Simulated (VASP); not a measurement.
# Al8H in VASP: notebook

The runs below take Al8H through single point, with PBE.

Everything below comes from runs of VASP 6.6.1. Logs are shortened: lines on timing, memory, paths and dates and some standing lists are left out, and cuts for length are marked.

## 1. The cell of the first run

The cell holds a slab with vacuum, 18 atoms: a = 5.714 Å, b = 8.081 Å, c = 22.244 Å, α = 90.00°, β = 90.00°, γ = 90.00°.

## 2. Single point, PBE

Input file INCAR:

```
SYSTEM = Al8H
PREC     = Accurate       ! precision mode
ENCUT    = 520            ! plane-wave cutoff, eV
EDIFF    = 1E-7           ! SCF threshold, eV
ISMEAR   = 0              ! smearing method
SIGMA    = 0.1            ! smearing width, eV
LREAL    = Auto         
LASPH    = .TRUE.         ! aspherical terms in the spheres
NELM     = 80             ! most SCF steps
ALGO     = Normal         ! electronic algorithm
ISIF     = 2              ! what is computed and relaxed
LWAVE    = .FALSE.        ! write WAVECAR
LCHARG   = .FALSE.        ! write CHGCAR
LDIPOL   = .TRUE.       
IDIPOL   = 3            
DIPOL    = 0.5 0.5 0.305
GGA      = PE             ! functional
NBANDS   = 40             ! bands
```

Input file KPOINTS:

```
Automatic mesh
0
G
  5 4 1
  0 0 0
```

Input file POSCAR:

```
Al8H
1.0
    5.7143028096      0.0000000000      0.0000000000
    0.0000000000      8.0812445328      0.0000000000
    0.0000000000      0.0000000000     22.2437981863
Al H
16 2
Direct
    0.2500000000      0.2500000000      0.1798254042
    0.2500000000      0.7500000000      0.1798254042
    0.7500000000      0.2500000000      0.1798254042
    0.7500000000      0.7500000000      0.1798254042
    0.0000000000      0.0000000000      0.2440489550
    0.0000000000      0.5000000000      0.2440489550
    0.5000000000      0.0000000000      0.2440489550
    0.5000000000      0.5000000000      0.2440489550
    0.2500000000      0.2500000000      0.3102692916
    0.2500000000      0.7500000000      0.3102692916
    0.7500000000      0.2500000000      0.3102692916
    0.7500000000      0.7500000000      0.3102692916
    0.0000000000      0.0000000000      0.3706110853
    0.0000000000      0.5000000000      0.3706110853
    0.5000000000      0.0000000000      0.3706110853
    0.5000000000      0.5000000000      0.3706110853
    0.7500000000     -0.0464037437      0.5324539491
    0.7500000000      0.0464037437      0.5324539491
```

Potentials or basis: VASP PAW PBE potentials, release 64 (Al, H).

The run is started by

```
cat potpaw_PBE.64/Al/POTCAR potpaw_PBE.64/H/POTCAR > POTCAR
mpirun -np 1 vasp_std > vasp.out
```

OUTCAR:

```text
SYSTEM = Al8H
   PREC = Accurate
   ENCUT = 520
   EDIFF = 1E-7
   ISMEAR = 0
   LREAL = Auto
   LASPH = .TRUE.
   NELM = 80
   ISIF = 2
   GGA = PE

 ion  position               nearest neighbor table
   1  0.250  0.250  0.180-   3 2.86   3 2.86   6 2.86   7 2.86   8 2.86   5 2.86   9 2.90
   2  0.250  0.750  0.180-   4 2.86   4 2.86   6 2.86   7 2.86   8 2.86   5 2.86  10 2.90
   3  0.750  0.250  0.180-   1 2.86   1 2.86   6 2.86   7 2.86   8 2.86   5 2.86  11 2.90
   4  0.750  0.750  0.180-   2 2.86   2 2.86   6 2.86   7 2.86   8 2.86   5 2.86  12 2.90
   5  0.000  0.000  0.244-  13 2.82   7 2.86   7 2.86   4 2.86   1 2.86   2 2.86   3 2.86  11 2.88
                            12 2.88   9 2.88  10 2.88
   6  0.000  0.500  0.244-  14 2.82   8 2.86   8 2.86   4 2.86   1 2.86   2 2.86   3 2.86  11 2.88
                            12 2.88   9 2.88  10 2.88
   7  0.500  0.000  0.244-  15 2.82   5 2.86   5 2.86   4 2.86   1 2.86   2 2.86   3 2.86  11 2.88
                            12 2.88   9 2.88  10 2.88
   8  0.500  0.500  0.244-  16 2.82   6 2.86   6 2.86   4 2.86   1 2.86   2 2.86   3 2.86  11 2.88
                            12 2.88   9 2.88  10 2.88
   9  0.250  0.250  0.310-  13 2.81  14 2.81  15 2.81  16 2.81  11 2.86  11 2.86   7 2.88   8 2.88
                             5 2.88   6 2.88   1 2.90
  10  0.250  0.750  0.310-  13 2.81  14 2.81  15 2.81  16 2.81  12 2.86  12 2.86   7 2.88   8 2.88
                             5 2.88   6 2.88   2 2.90
  11  0.750  0.250  0.310-  13 2.81  14 2.81  15 2.81  16 2.81   9 2.86   9 2.86   7 2.88   8 2.88
                             5 2.88   6 2.88   3 2.90
  12  0.750  0.750  0.310-  13 2.81  14 2.81  15 2.81  16 2.81  10 2.86  10 2.86   7 2.88   8 2.88
                             5 2.88   6 2.88   4 2.90
  13  0.000  0.000  0.371-   9 2.81  10 2.81  11 2.81  12 2.81   5 2.82  15 2.86  15 2.86
  14  0.000  0.500  0.371-   9 2.81  10 2.81  11 2.81  12 2.81   6 2.82  16 2.86  16 2.86
  15  0.500  0.000  0.371-   9 2.81  10 2.81  11 2.81  12 2.81   7 2.82  13 2.86  13 2.86
  16  0.500  0.500  0.371-   9 2.81  10 2.81  11 2.81  12 2.81   8 2.82  14 2.86  14 2.86
  17  0.750  0.954  0.532-  18 0.75
  18  0.750  0.046  0.532-  17 0.75

  LATTYP: Found a simple orthorhombic cell.
 ALAT       =     5.7143028096
 B/A-ratio  =     1.4142135624
 C/A-ratio  =     3.8926530370

  Lattice vectors:

 A1 = (   5.7143028096,   0.0000000000,   0.0000000000)
 A2 = (   0.0000000000,   8.0812445328,   0.0000000000)
 A3 = (   0.0000000000,   0.0000000000,  22.2437981863)

Analysis of symmetry for initial positions (statically):
=====================================================================
 Subroutine PRICEL returns:
 Original cell was already a primitive cell.

 Routine SETGRP: Setting up the symmetry group for a
 simple orthorhombic supercell.

 Subroutine GETGRP returns: Found  4 space group operations
 (whereof  2 operations were pure point group operations)
 out of a pool of  8 trial point group operations.

The static configuration has the point symmetry C_1h.
 The point group associated with its full space group is C_2v.

Analysis of symmetry for dynamics (positions and initial velocities):
=====================================================================
 Subroutine PRICEL returns:
 Original cell was already a primitive cell.

 Routine SETGRP: Setting up the symmetry group for a
 simple orthorhombic supercell.

 Subroutine GETGRP returns: Found  4 space group operations
 (whereof  2 operations were pure point group operations)
 out of a pool of  8 trial point group operations.

The dynamic configuration has the point symmetry C_1h.
 The point group associated with its full space group is C_2v.

 Subroutine INISYM returns: Found  4 space group operations
 (whereof  2 operations are pure point group operations),
 and found     1 'primitive' translations

----------------------------------------------------------------------------------------

                                     Primitive cell

  volume of cell :    1027.1892

  direct lattice vectors                    reciprocal lattice vectors
     5.714302810  0.000000000  0.000000000     0.174999476  0.000000000  0.000000000
     0.000000000  8.081244533  0.000000000     0.000000000  0.123743317  0.000000000
     0.000000000  0.000000000 22.243798186     0.000000000  0.000000000  0.044956351

  length of vectors
     5.714302810  8.081244533 22.243798186     0.174999476  0.123743317  0.044956351

  position of ions in fractional coordinates (direct lattice)
     0.250000000  0.250000000  0.179825404
     0.250000000  0.750000000  0.179825404
     0.750000000  0.250000000  0.179825404
     0.750000000  0.750000000  0.179825404
     0.000000000  0.000000000  0.244048955
     0.000000000  0.500000000  0.244048955
[... 10 lines left out ...]
     0.750000000  0.953596256  0.532453949
     0.750000000  0.046403744  0.532453949

  ion indices of the primitive-cell ions
   primitive index   ion index
                 1           1
                 2           2
                 3           3
                 4           4
                 5           5
                 6           6
[... 10 lines left out ...]
                17          17
                18          18

----------------------------------------------------------------------------------------

 KPOINTS: Automatic mesh

Automatic generation of k-mesh.
 Grid dimensions read from file:
 generate k-points for:    5    4    1

 Generating k-lattice:

  Cartesian coordinates                     Fractional coordinates (reciprocal lattice)
     0.034999895  0.000000000  0.000000000     0.200000000  0.000000000  0.000000000
     0.000000000  0.030935829  0.000000000     0.000000000  0.250000000  0.000000000
     0.000000000  0.000000000  0.044956351     0.000000000  0.000000000  1.000000000

  Length of vectors
     0.034999895  0.030935829  0.044956351

  Shift w.r.t. Gamma in fractional coordinates (k-lattice)
     0.000000000  0.000000000  0.000000000

 Subroutine IBZKPT returns following result:
 ===========================================

 Found      9 irreducible k-points:

 Following reciprocal coordinates:
            Coordinates               Weight
  0.000000  0.000000  0.000000      1.000000
  0.200000  0.000000  0.000000      2.000000
  0.400000  0.000000  0.000000      2.000000
  0.000000  0.250000  0.000000      2.000000
  0.200000  0.250000  0.000000      4.000000
  0.400000  0.250000  0.000000      4.000000
  0.000000  0.500000  0.000000      1.000000
  0.200000  0.500000  0.000000      2.000000
  0.400000  0.500000  0.000000      2.000000
   k-points           NKPTS =      9   k-points in BZ     NKDIM =      9   number of bands    NBANDS=     40
   number of dos      NEDOS =    301   number of ions     NIONS =     18
   total plane-waves  NPLWV = 423360
   dimension x,y,z NGX =    42 NGY =   60 NGZ =  168
   dimension x,y,z NGXF=    84 NGYF=  120 NGZF=  336
   ions per type =              16   2
   NGX,Y,Z   is equivalent  to a cutoff of  12.22, 12.34, 12.56 a.u.
   NGXF,Y,Z  is equivalent  to a cutoff of  24.44, 24.69, 25.11 a.u.
 SYSTEM =  Al8H
   PREC   = accura    normal or accurate (medium, high low for compatibility)
   ISTART =      0    job   : 0-new  1-cont  2-samecut
   ICHARG =      2    charge: 1-file 2-atom 10-const
   ISPIN  =      1    spin polarized calculation?
   LNONCOLLINEAR =      F non collinear calculations
   LSORBIT =      F    spin-orbit coupling
   LASPH  =      T    aspherical Exc in radial PAW
   ENCUT  =  520.0 eV  38.22 Ry    6.18 a.u.  10.62 15.03 41.36*2*pi/ulx,y,z
   NELM   =     80;   NELMIN=  2; NELMDL= -5     # of ELM steps
   EDIFF  = 0.1E-06   stopping-criterion for ELM
   LREAL  =      T    real-space projection
   EDIFFG = 0.1E-05   stopping-criterion for IOM
   NSW    =      0    number of steps for IOM
   IBRION =     -1    ionic relax: 0-MD 1-quasi-New 2-CG
   NFREE  =      0    steps in history (QN), initial steepest desc. (CG)
   ISIF   =      2    stress and relaxation
   ISYM   =      2    0-nonsym 1-usesym 2-fastsym
   POTIM  = 0.5000    time-step for ionic-motion
   TEBEG  =    0.0;   TEEND  =   0.0 temperature during run
   PSTRESS=    0.0 pullay stress
   NELECT =      50.0000    total number of electrons
   NUPDOWN=      -1.0000    fix difference up-down
   EMIN   =  10.00;   EMAX   =-10.00  energy-range for DOS
   EFERMI =   0.00;   METHOD = LEGACY
   ISMEAR =     0;   SIGMA  =   0.10  broadening in eV -4-tet -1-fermi 0-gaus
   EFERMI_NEDOS =   21; number of points for ismear=-14 and -15
   IALGO  =     38    algorithm
   IMIX   =      4    mixing-type and parameters
     AMIX     =   0.40;   BMIX     =  1.00
     AMIX_MAG =   1.60;   BMIX_MAG =  1.00
  volume/ion in A,a.u.               =      57.07       385.10
  Fermi-wavevector in a.u.,A,eV,Ry     =   0.597743  1.129571  4.861321  0.357297
  Thomas-Fermi vector in A             =   1.648585
   LORBIT       =      0    0 simple, 1 ext, 2 COOP (PROOUT), +10 PAW based schemes
   GGA     = PE    functional components
   LHFCALC =     F    Hartree Fock is set to
   AEXX    =    0.0000 exact exchange contribution
   IVDW    =     0    specifies the selected vdW correction
   LEPSILON=     F    determine dielectric tensor
   LRPA    =     F    only Hartree local field effects (RPA)
 non-spin polarized calculation
 Gauss-broadening in eV      SIGMA  =   0.10
  energy-cutoff  :      520.00
  volume of cell :     1027.19
 maximum number of plane-waves:     27706
   NGX = 21   NGY = 31   NGZ = 83

 dipolmoment           0.000000      0.000000      0.043656 electrons x Angstroem

 number of electron      49.9999999 magnetization

 dipolmoment           0.000000      0.000000     -0.011718 electrons x Angstroem

 Free energy of the ion-electron system (eV)
  ---------------------------------------------------
  ext. energy  EPLUGINS =         0.00000000
  ---------------------------------------------------
  free energy    TOTEN  =       -61.46051506 eV

  energy without entropy =      -61.42377724  energy(sigma->0) =      -61.44214615

 E-fermi :  -0.8551     XC(G=0):  -3.7147

 val. band max:       -0.8797102064   @ k =   0.0000   0.2500   0.0000
 cond. band min:      -0.8089801284   @ k =   0.2000   0.2500   0.0000
 fundamental gap:      0.0707300780
 Fermi energy:        -0.8550864263

 k-point     1 :       0.0000    0.0000    0.0000
  band No.  band energies     occupation
      1     -11.0936      2.00000
      2      -8.9180      2.00000
      3      -8.8377      2.00000
      4      -8.6585      2.00000
      5      -7.2262      2.00000
      6      -6.6825      2.00000
[... 29 lines left out ...]
     36       1.2282      0.00000
     37       1.2298      0.00000

 k-point     2 :       0.2000    0.0000    0.0000
  band No.  band energies     occupation
      1     -10.9131      2.00000
      2      -8.7404      2.00000
      3      -8.6599      2.00000
      4      -8.4797      2.00000
      5      -8.2347      2.00000
      6      -7.2223      2.00000
[... 272 lines left out ...]
 k-point     9 :       0.4000    0.5000    0.0000
  band No.  band energies     occupation
      1      -9.8163      2.00000
      2      -9.8152      2.00000
      3      -8.9244      2.00000
      4      -8.9233      2.00000
      5      -7.4315      2.00000
      6      -7.4211      2.00000
[... 29 lines left out ...]
     36       1.7625      0.00000
     37       1.7801      0.00000
 [bands above 37 left out]

------------------------ aborting loop because EDIFF is reached ----------------------------------------

 vacuum level on the upper side and lower side of the slab       (xc-potential included)        -0.046         0.004

  FORCE on cell =-STRESS in cart. coord.  units (eV):
  Direction    XX          YY          ZZ          XY          YZ          ZX
  --------------------------------------------------------------------------------------
  -------------------------------------------------------------------------------------
  Total      -11.9458405     -3.8463586     -1.1592395      0.0000000      0.0000000      0.0000000
  in kB      -18.6327454     -5.9994289     -1.8081452      0.0000000      0.0000000      0.0000000
  external PRESSURE =      -8.8134398 kB  Pullay stress =       0.0000000 kB

 VOLUME and BASIS-vectors are now :
 -----------------------------------------------------------------------------
  energy-cutoff  :      520.00
  volume of cell :     1027.19
      direct lattice vectors                 reciprocal lattice vectors
     5.714302810  0.000000000  0.000000000     0.174999476  0.000000000  0.000000000
     0.000000000  8.081244533  0.000000000     0.000000000  0.123743317  0.000000000
     0.000000000  0.000000000 22.243798186     0.000000000  0.000000000  0.044956351

 POSITION                                       TOTAL-FORCE (eV/Angst)
 -----------------------------------------------------------------------------------
      1.42858      2.02031      4.00000         0.000000      0.001949      0.213607
      1.42858      6.06093      4.00000         0.000000     -0.001949      0.213607
      4.28573      2.02031      4.00000         0.000000      0.000134      0.216734
      4.28573      6.06093      4.00000        -0.000000     -0.000134      0.216734
      0.00000      0.00000      5.42858         0.001680      0.000000     -0.206417
      0.00000      4.04062      5.42858         0.001627      0.000000     -0.207183
[... 10 lines left out ...]
      4.28573      7.70624     11.84380         0.000000      0.000020      0.017545
      4.28573      0.37500     11.84380         0.000000     -0.000020      0.017545
 -----------------------------------------------------------------------------------
    total drift:                               -0.000000     -0.000000     -0.015574

  FREE ENERGIE OF THE ION-ELECTRON SYSTEM (eV)
  ---------------------------------------------------
  free  energy   TOTEN  =       -61.4605150586 eV

  energy  without entropy=      -61.4237772362  energy(sigma->0) =      -61.44214615

 vacuum level on the upper side and lower side of the slab         3.147         3.193
```

It took 11 min on 1 thread of Intel Xeon 6975P-C (Granite Rapids), shared host; peak memory 0.9 GiB.

What came out:

```
Free energy            : -61.4605 eV
Largest force          : 0.217 eV/Å
Band gap on the k mesh : zero (bands 25 and 26 overlap by 0.48 eV)
```

Forces on the atoms (eV/Å):
```
Al   0.000  0.002  0.214
Al   0.000 -0.002  0.214
Al   0.000  0.000  0.217
Al   0.000  0.000  0.217
Al   0.002  0.000 -0.206
Al   0.002  0.000 -0.207
Al  -0.002  0.000 -0.206
Al  -0.002  0.000 -0.207
Al   0.000 -0.002 -0.018
Al   0.000  0.002 -0.018
Al   0.000 -0.004 -0.012
Al   0.000  0.004 -0.012
Al   0.005  0.000 -0.008
Al   0.001  0.000  0.004
Al  -0.005  0.000 -0.008
Al  -0.001  0.000  0.004
H    0.000  0.000  0.018
H    0.000  0.000  0.018
```

## 3. Single point, PBE

Input file INCAR:

```
PREC = Accurate
ENCUT = 520
EDIFF = 1E-6
ISMEAR = 0
SIGMA = 0.1
LREAL = Auto
LASPH = True
NELM = 60
ALGO = Normal
ISIF = 2
LWAVE = False
LCHARG = True
LDIPOL = True
IDIPOL = 3
DIPOL = 0.5 0.5 0.291
GGA = PE
LELF = True
LVHAR = True
LVACPOTAV = True
NBANDS = 40
```

Input file KPOINTS:

```
Automatic mesh
0
Gamma
  5 4 1
```

Changes to POSCAR since step 2:

```diff
@@ -24,3 +24,3 @@
     0.5000000000      0.5000000000      0.3706110853
-    0.7500000000     -0.0464037437      0.5324539491
-    0.7500000000      0.0464037437      0.5324539491
+    0.7500000000     -0.0568600539      0.4052274756
+    0.7500000000      0.0568600539      0.4052274756
```

Potentials or basis: VASP PAW PBE potentials, release 64 (Al, H).

The run is started by

```
cat potpaw_PBE.64/Al/POTCAR potpaw_PBE.64/H/POTCAR > POTCAR
mpirun -np 1 vasp_std > vasp.out
```

It took 9.5 min on 1 thread of Intel Xeon 6975P-C (Granite Rapids), shared host; peak memory 0.89 GiB.

It converged, with:

* Free energy: -58.9305 eV
* Largest force: 2.863 eV/Å
* Band gap on the k mesh: zero (bands 25 and 26 overlap by 0.57 eV)

Forces in eV/Å, atoms in the order of the input:
```
Al   0.000 -0.002  0.247
Al   0.000  0.002  0.247
Al   0.000 -0.044  0.235
Al   0.000  0.044  0.235
Al   0.192  0.000 -0.203
Al   0.127  0.000 -0.247
Al  -0.192  0.000 -0.203
Al  -0.127  0.000 -0.247
Al   0.000  0.074 -0.107
Al   0.000 -0.074 -0.107
Al   0.000 -0.073  0.208
Al   0.000  0.073  0.208
Al   2.586  0.000 -1.228
Al  -0.070  0.000  0.006
Al  -2.586  0.000 -1.228
Al   0.070  0.000  0.006
H    0.000 -2.243  1.089
H    0.000  2.243  1.089
```

Levels at points of the mesh, in eV from the Fermi level:
```tsv
k point	band 21	band 22	band 23	band 24	band 25	band 26	band 27	band 28	band 29	band 30
(0.00, 0.00, 0.00)	-1.58	-1.11	-0.93	-0.59	-0.54	-0.33	-0.12	0.43	0.79	1.29
(0.00, 0.50, 0.00)	-1.02	-0.96	-0.96	-0.88	-0.43	-0.24	0.10	0.23	0.26	1.14
```

The gap in the log of VASP goes by the Fermi energy; the results here count the filled bands.